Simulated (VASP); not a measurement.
Crystal: Os.

```
Os
1.0
     2.73410    0.00000    0.00000
    -1.36705    2.36780    0.00000
     0.00000    0.00000    4.31970
Os
2
Direct
  0.66667 0.33333 0.75000
  0.33333 0.66667 0.25000
```

Base run:

```yaml
Program: VASP 6.6.1
Functional: PBE exchange alone
Potentials_or_basis: VASP PAW PBE potentials, release 64 (Os)
Cutoff: 520 eV
k_mesh: 11 × 11 × 6
Occupations: fermi-dirac, width 0.05 eV
Spin: no spin polarisation
```

Its results: band gap on the k mesh zero (bands 8 and 9 overlap by 3.90 eV); pressure 46.8 GPa.

Task: The run is repeated on the same cell with these changes: functional from PBE exchange alone to HF; k mesh from 11 × 11 × 6 to 6 × 6 × 3. What comes out?

Result: Band gap on the k mesh zero (bands 8 and 9 overlap by 10.31 eV); pressure -4.8 GPa.

Several settings changed at once.

Caveats: some runs use coarse meshes; spin-orbit coupling is left out, which moves the levels of the heavy elements; the cell stands under pressure (at least some runs); the PAW data sets were made with another functional, which shifts forces and pressure a little (at least some runs).
